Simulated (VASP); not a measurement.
Crystal: MgBe2SeS2.

```
CELL_PARAMETERS angstrom
4.10252 0.00000 0.00000
0.00000 4.10252 0.00000
0.00000 0.00000 6.84702
ATOMIC_POSITIONS crystal
Mg 0.00000 0.00000 0.00000
Be 0.50000 0.00000 0.31821
Be 0.00000 0.50000 0.68179
Se 0.50000 0.50000 0.00000
S 0.50000 0.00000 0.82913
S 0.00000 0.50000 0.17087
```

* Program: VASP 6.6.1
* Task: relaxation of cell and atoms
* Functional: PBE
* Potentials or basis: VASP PAW PBE potentials, release 64 (Mg, Be, Se, S)
* Cutoff: 600 eV
* k mesh: 4 × 4 × 4
* Occupations: gaussian, width 0.1 eV
* Spin: no spin polarisation

At the start: pressure 12.3 GPa; volume 19.21 Å³/atom.

Problem. How do energy, volume and symmetry change on relaxing?

Solution. Over 67 steps the energy falls by 1071.5 meV/atom and the volume is 17.84 Å³/atom (-7.1 %); space group P-4m2 (No. 115, to 0.05 Å).

The path:
| step | energy change (eV) | largest force (eV/Å) | pressure (GPa) | volume (Å³) |
| --- | --- | --- | --- | --- |
| 1 | 0.0000 | 2.5950 | 12.31 | 115.24 |
| 3 | -1.1748 | 0.4651 | -1.11 | 140.12 |
| 5 | -1.7255 | 1.5235 | -1.98 | 130.42 |
| 7 | 4.5048 | 24.4616 | 59.92 | 80.06 |
| 9 | -3.8916 | 1.6051 | 10.63 | 96.40 |
| 11 | -3.8763 | 1.2614 | 11.63 | 95.43 |
| 13 | -3.9012 | 1.7542 | 12.83 | 94.78 |
| 15 | -3.9368 | 1.5096 | 12.11 | 95.28 |
| 17 | -4.1872 | 1.3872 | 9.24 | 98.19 |
| 19 | -4.7238 | 0.9072 | 0.95 | 110.42 |
| 21 | -4.7764 | 0.6841 | -1.89 | 116.96 |
| 23 | -4.8035 | 0.7282 | -1.52 | 115.81 |
| 25 | -5.0354 | 0.8744 | -1.08 | 113.26 |
| 27 | -5.7902 | 1.0081 | 3.44 | 103.01 |
| 29 | -5.6984 | 1.3674 | 5.13 | 101.46 |
| 31 | -5.7103 | 1.2264 | 6.79 | 99.65 |
| 33 | -5.8283 | 0.5328 | 6.32 | 100.12 |
| 35 | -5.9931 | 1.1159 | 4.87 | 102.10 |
| 37 | -6.1998 | 0.3971 | -3.39 | 113.97 |
| 39 | -6.2369 | 0.5709 | -1.34 | 110.30 |
| 41 | -6.2766 | 0.4463 | -0.88 | 109.53 |
| 43 | -6.2931 | 0.4962 | -0.37 | 108.53 |
| 45 | -6.2891 | 0.1926 | 4.35 | 100.66 |
| 47 | -6.3413 | 0.1812 | 1.51 | 104.63 |
| 49 | -6.3748 | 0.2924 | 0.43 | 105.54 |
| 51 | -6.3978 | 0.2284 | -0.29 | 107.27 |
| 53 | -6.4108 | 0.0734 | 0.06 | 107.64 |
| 55 | -6.4166 | 0.1591 | -0.28 | 107.91 |
| 57 | -6.4224 | 0.0469 | -0.34 | 107.45 |
| 59 | -6.4257 | 0.0713 | 0.30 | 106.33 |
| 61 | -6.4269 | 0.0751 | 0.19 | 106.59 |
| 63 | -6.4281 | 0.0590 | -0.12 | 107.20 |
| 65 | -6.4287 | 0.0497 | -0.08 | 107.28 |
| 67 | -6.4291 | 0.0208 | 0.04 | 107.05 |

Final structure:
```xyz
6
Lattice="5.1968 0.0000 0.0000 0.0000 5.1968 0.0000 0.0000 0.0000 3.9638" Properties=species:S:1:pos:R:3 pbc="T T T"
Mg    0.0000    0.0000    0.0000
Be    2.5984    0.0000    0.0298
Be    0.0000    2.5984    3.9340
Se    2.5984    2.5984    0.0000
S     2.5984    0.0000    2.0082
S     0.0000    2.5984    1.9556
```

Caveat: the k points lie up to 0.40 Å⁻¹ apart in the final cell.
